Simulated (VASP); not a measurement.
# Be (P6_3/mmc) in VASP: notebook, part 3 of 3

VASP 6.6.1. The steps go on from the part before.

## 6. Single point, RPBE (volume scaled by 1.04)

Input file INCAR:

```
ALGO = Normal ; EDIFF = 1E-6
ENCUT = 520 ; GGA = RP
ISIF = 2 ; ISMEAR = -1
LASPH = T ; LCHARG = F
LREAL = F ; LWAVE = F
NBANDS = 9 ; NELM = 100
PREC = Accurate ; SIGMA = 0.1
```

Input file KPOINTS:

```
k-points
0
Gamma
  26 26 14
```

Input file POSCAR:

```
Be
1.0
    2.3156934803      0.0000000000      0.0000000000
   -1.1578467402      2.0054493813      0.0000000000
    0.0000000000      0.0000000000      3.6343303025
Be
2
Direct
    0.3333333333      0.6666666667      0.2500000000
    0.6666666667      0.3333333333      0.7500000000
```

Potentials or basis: VASP PAW PBE potentials, release 64 (Be).

The run is started by

```
> cat potpaw_PBE.64/Be/POTCAR > POTCAR
> mpirun -np 1 vasp_std > vasp.out
```

OUTCAR:

```text
EDIFF = 1E-6
   ENCUT = 520
   GGA = RP
   ISIF = 2
   ISMEAR = -1
   LASPH = T
   LREAL = F
   NELM = 100
   PREC = Accurate

 ion  position               nearest neighbor table
   1  0.333  0.667  0.250-   2 2.26   2 2.26   2 2.26   2 2.26   2 2.26   2 2.26
   2  0.667  0.333  0.750-   1 2.26   1 2.26   1 2.26   1 2.26   1 2.26   1 2.26

  LATTYP: Found a hexagonal cell.
 ALAT       =     2.3156934803
 C/A-ratio  =     1.5694349591

  Lattice vectors:

 A1 = (   2.3156934803,   0.0000000000,   0.0000000000)
 A2 = (  -1.1578467402,   2.0054493813,   0.0000000000)
 A3 = (   0.0000000000,   0.0000000000,   3.6343303025)

Analysis of symmetry for initial positions (statically):
=====================================================================
 Subroutine PRICEL returns:
 Original cell was already a primitive cell.

 Routine SETGRP: Setting up the symmetry group for a
 hexagonal supercell.

 Subroutine GETGRP returns: Found 24 space group operations
 (whereof 12 operations were pure point group operations)
 out of a pool of 24 trial point group operations.

The static configuration has the point symmetry D_3d.
 The point group associated with its full space group is D_6h.

Analysis of symmetry for dynamics (positions and initial velocities):
=====================================================================
 Subroutine PRICEL returns:
 Original cell was already a primitive cell.

 Routine SETGRP: Setting up the symmetry group for a
 hexagonal supercell.

 Subroutine GETGRP returns: Found 24 space group operations
 (whereof 12 operations were pure point group operations)
 out of a pool of 24 trial point group operations.

The dynamic configuration has the point symmetry D_3d.
 The point group associated with its full space group is D_6h.

 Subroutine INISYM returns: Found 24 space group operations
 (whereof 12 operations are pure point group operations),
 and found     1 'primitive' translations

[... 110 lines left out ...]
   EFERMI_NEDOS =   21; number of points for ismear=-14 and -15
   IALGO  =     38    algorithm
   IMIX   =      4    mixing-type and parameters
     AMIX     =   0.40;   BMIX     =  1.00
     AMIX_MAG =   1.60;   BMIX_MAG =  1.00
  volume/ion in A,a.u.               =       8.44        56.95
  Fermi-wavevector in a.u.,A,eV,Ry     =   1.013108  1.914497 13.964856  1.026388
  Thomas-Fermi vector in A             =   2.146257
   LORBIT       =      0    0 simple, 1 ext, 2 COOP (PROOUT), +10 PAW based schemes
   GGA     = RP    functional components
   LHFCALC =     F    Hartree Fock is set to
   AEXX    =    0.0000 exact exchange contribution
   IVDW    =     0    specifies the selected vdW correction
   LEPSILON=     F    determine dielectric tensor
   LRPA    =     F    only Hartree local field effects (RPA)
 non-spin polarized calculation
  energy-cutoff  :      520.00
  volume of cell :       16.88
 maximum number of plane-waves:       494
 NGX is ok and might be reduce to    18
   NGX =  9   NGY =  9   NGZ = 13

 number of electron       4.0000000 magnetization

 Free energy of the ion-electron system (eV)
  ---------------------------------------------------
  ext. energy  EPLUGINS =         0.00000000
  ---------------------------------------------------
  free energy    TOTEN  =        -7.02388352 eV

  energy without entropy =       -7.02058608  energy(sigma->0) =       -7.02223480

 E-fermi :   6.6846     XC(G=0): -10.3942

 val. band max:        6.6627875983   @ k =   0.3462  -0.0000   0.0000
 cond. band min:       6.7213054212   @ k =   0.2692   0.1923   0.0714
 fundamental gap:      0.0585178229
 Fermi energy:         6.6846097956

 k-point     1 :       0.0000    0.0000    0.0000
  band No.  band energies     occupation
      1      -4.4478      2.00000
      2       2.4179      2.00000
      3       7.5118      0.00051
      4      21.8810      0.00000
      5      21.8810      0.00000
      6      24.6237      0.00000
      7      24.6237      0.00000
      8      26.7279      0.00000
      9      32.5166      0.00000
[... 265 lines left out ...]
 k-point    24 :       0.3846    0.0385    0.0000
  band No.  band energies     occupation
      1       0.1324      2.00000
      2       5.5030      1.99999
      3       8.1628      0.00000
      4      12.3774      0.00000
      5      15.3968      0.00000
      6      15.4588      0.00000
      7      17.9773      0.00000
      8      23.0248      0.00000
      9      25.3451      0.00000

 [... further k-points ...]
[... 5 lines left out ...]
  --------------------------------------------------------------------------------------
  -------------------------------------------------------------------------------------
  Total       -0.4706185     -0.4706185     -0.4242097      0.0000000     -0.0000000      0.0000000
  in kB      -44.6747769    -44.6747769    -40.2692922      0.0000000     -0.0000000      0.0000000
  external PRESSURE =     -43.2062820 kB  Pullay stress =       0.0000000 kB

 VOLUME and BASIS-vectors are now :
 -----------------------------------------------------------------------------
  energy-cutoff  :      520.00
  volume of cell :       16.88
      direct lattice vectors                 reciprocal lattice vectors
     2.315693480  0.000000000  0.000000000     0.431836082  0.249320678  0.000000000
    -1.157846740  2.005449381  0.000000000     0.000000000  0.498641357  0.000000000
     0.000000000  0.000000000  3.634330302     0.000000000  0.000000000  0.275153857

 POSITION                                       TOTAL-FORCE (eV/Angst)
 -----------------------------------------------------------------------------------
     -0.00000      1.33697      0.90858        -0.000000     -0.000000      0.000000
      1.15785      0.66848      2.72575         0.000000      0.000000      0.000000
 -----------------------------------------------------------------------------------
    total drift:                                0.000000     -0.000000      0.000000

  FREE ENERGIE OF THE ION-ELECTRON SYSTEM (eV)
  ---------------------------------------------------
  free  energy   TOTEN  =        -7.0238835175 eV

  energy  without entropy=       -7.0205860805  energy(sigma->0) =       -7.02223480
```

OSZICAR:

```text
N       E                     dE             d eps       ncg     rms          rms(c)
DAV:   1    -0.232205362270E+01   -0.23221E+01   -0.17183E+03 10168   0.359E+02
DAV:   2    -0.701740961134E+01   -0.46954E+01   -0.45256E+01 15301   0.527E+01
DAV:   3    -0.707596435852E+01   -0.58555E-01   -0.58343E-01 11460   0.386E+00
DAV:   4    -0.707605279882E+01   -0.88440E-04   -0.88436E-04 12582   0.161E-01
DAV:   5    -0.707605285195E+01   -0.53132E-07   -0.52643E-07 11305   0.364E-03    0.116E+00
DAV:   6    -0.703807509528E+01    0.37978E-01   -0.55994E-03 10789   0.784E-01    0.711E-01
DAV:   7    -0.702390248980E+01    0.14173E-01   -0.50306E-03 10743   0.746E-01    0.222E-02
DAV:   8    -0.702388199440E+01    0.20495E-04   -0.13141E-05 10958   0.312E-02    0.930E-03
DAV:   9    -0.702388395674E+01   -0.19623E-05   -0.28685E-06 11267   0.139E-02    0.104E-03
DAV:  10    -0.702388351745E+01    0.43929E-06   -0.10870E-08  6169   0.882E-04
   1 F= -.70238835E+01 E0= -.70222348E+01  d E =-.329744E-02
```

Wall time 37 s (1 thread of Intel Xeon 6975P-C, shared host); peak memory 0.19 GiB.

What came out:

* Free energy: -7.0239 eV
* Pressure: -4.3 GPa
* Band gap on the k mesh: zero (band 2 reaches 7.68 eV, above the bottom of band 3 at 6.03 eV)

Levels at points of the mesh, in eV from the Fermi level:
```
           k point  band 1  band 2  band 3  band 4  band 5  band 6
(0.00, 0.00, 0.00)  -11.13   -4.27    0.83   15.20   15.20   17.94
(0.50, 0.00, 0.00)   -4.88   -3.19    3.43    6.18    6.30    8.91
(0.00, 0.00, 0.50)   -9.00   -9.00   10.22   10.22   16.79   16.79
(0.50, 0.00, 0.50)   -3.52   -3.52    1.24    1.24   11.42   11.42
```

Caveat: the PAW data sets were made with another functional, which shifts forces and pressure a little.

## 7. Summary

```csv
cell,gap on the mesh (eV),pressure (GPa)
"a = 2.223, b = 2.223, c = 3.489 Å, angles 90.0, 90.0, 120.0°, 2 atoms",none,11.4
"a = 2.255, b = 2.255, c = 3.539 Å, angles 90.0, 90.0, 120.0°, 2 atoms",none,5.2
"a = 2.286, b = 2.286, c = 3.587 Å, angles 90.0, 90.0, 120.0°, 2 atoms",none,0.0
"a = 2.316, b = 2.316, c = 3.634 Å, angles 90.0, 90.0, 120.0°, 2 atoms",none,-4.3
```

Alike in all rows: task single point; level RPBE; potentials or basis VASP PAW PBE potentials, release 64 (Be); no spin polarisation; k mesh 26 × 26 × 14; cutoff (eV) 520; smearing fermi-dirac 0.1 eV.

Caveats: the PAW data sets were made with another functional, which shifts forces and pressure a little.

Total energies depend on the potentials used, so only differences within one code and one set of settings carry meaning.
